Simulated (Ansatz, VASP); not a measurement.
Zn: VASP beside Ansatz

```
CELL_PARAMETERS angstrom
0.00000 1.96551 1.96551
1.96551 0.00000 1.96551
1.96551 1.96551 0.00000
ATOMIC_POSITIONS crystal
Zn 0.00000 0.00000 0.00000
```

Alike in both runs: task single point; functional PBE; k mesh 8 × 8 × 8; occupations gaussian, width 0.05 eV; no spin polarisation.

|  | VASP | Ansatz |
| --- | --- | --- |
| version | VASP 6.6.1 | Ansatz 0.2.0 |
| potentials or method | VASP PAW PBE potentials, release 64 (Zn), cutoff 500 eV | scalar-relativistic, plane waves, PAW |
| valence electrons in the cell | 12 | 12 |

|  | VASP | Ansatz | Ansatz less VASP |
| --- | --- | --- | --- |
| gap on the k mesh at the Fermi level (eV) | none | none | - |
| pressure (GPa) | 0.5 | 0.1 | -0.39 |

A gap of «none» marks a metal or a gap that the smearing closes.
